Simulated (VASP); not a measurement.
Here is a VASP 6.6.1 calculation.

INCAR

```
SYSTEM = Pb
PREC = Accurate ; ENCUT = 520
EDIFF = 1E-6 ; ISMEAR = -1
SIGMA = 0.05 ; LREAL = .FALSE.
LASPH = .TRUE. ; NELM = 80
ALGO = Normal ; ISIF = 2
LWAVE = .FALSE. ; LCHARG = .TRUE.
GGA = CA ; LELF = .TRUE.
LVHAR = .TRUE. ; NBANDS = 21
```

File KPOINTS:

```
Automatic mesh
0
G
  7 7 7
  0 0 0
```

File POSCAR:

```
Pb
1.0
    0.0000000000      3.3925213842      3.3925213842
    3.3925213842      0.0000000000      3.3925213842
    3.3925213842      3.3925213842      0.0000000000
Pb
2
Direct
    0.2500000000      0.2500000000      0.2500000000
    0.0000000000      0.0000000000      0.0000000000
```

Potentials or basis: VASP PAW LDA potentials, release 64 (Pb_d).

The run is started by

```sh
$ cat potpaw_LDA.64/Pb_d/POTCAR > POTCAR
$ mpirun -np 1 vasp_std > vasp.out
```

(1) Estimate the band gap on the k mesh.

(2) Predict the pressure.

Answers

(1) zero (band 14 reaches 4.85 eV, above the bottom of band 15 at 3.67 eV).

(2) 0.7 GPa.

Caveat: spin-orbit coupling is left out, which moves the levels of the heavy elements.
